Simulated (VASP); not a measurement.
Input of a VASP 6.6.1 run:

INCAR

```
SYSTEM = BaHfO3
PREC = Accurate ; ENCUT = 600
EDIFF = 1E-6 ; ISMEAR = 0
SIGMA = 0.02 ; LREAL = .False.
LASPH = .True. ; NELM = 120
ALGO = Normal ; ISIF = 2
LWAVE = .False. ; LCHARG = .False.
GGA = CA ; NBANDS = 27
GGA_COMPAT = .False.
```

KPOINTS

```
Automatic mesh
0
Gamma
  6 6 6
  0 0 0
```

Contents of POSCAR:

```
BaHfO3
1.0
    4.1217873816      0.0000000000      0.0000000000
    0.0000000000      4.1217873816      0.0000000000
    0.0000000000      0.0000000000      4.1217873816
Ba Hf O
1 1 3
Direct
    0.0000000000      0.0000000000      0.0000000000
    0.5000000000      0.5000000000      0.5000000000
    0.5000000000      0.5000000000      0.0000000000
    0.0000000000      0.5000000000      0.5000000000
    0.5000000000      0.0000000000      0.5000000000
```

Potentials or basis: VASP PAW LDA potentials, release 64 (Ba_sv, Hf_pv, O).

The run is started by

```bash
$ cat potpaw_LDA.64/Ba_sv/POTCAR potpaw_LDA.64/Hf_pv/POTCAR potpaw_LDA.64/O/POTCAR > POTCAR
$ mpirun -np 1 vasp_std > vasp.out
```

(1) Estimate the band gap on the k mesh.

(2) Estimate the pressure.

Answers

(1) 3.48 eV, indirect (least direct gap 3.64 eV).

(2) -0.1 GPa.

Caveat: spin-orbit coupling is left out, which moves the levels of the heavy elements.
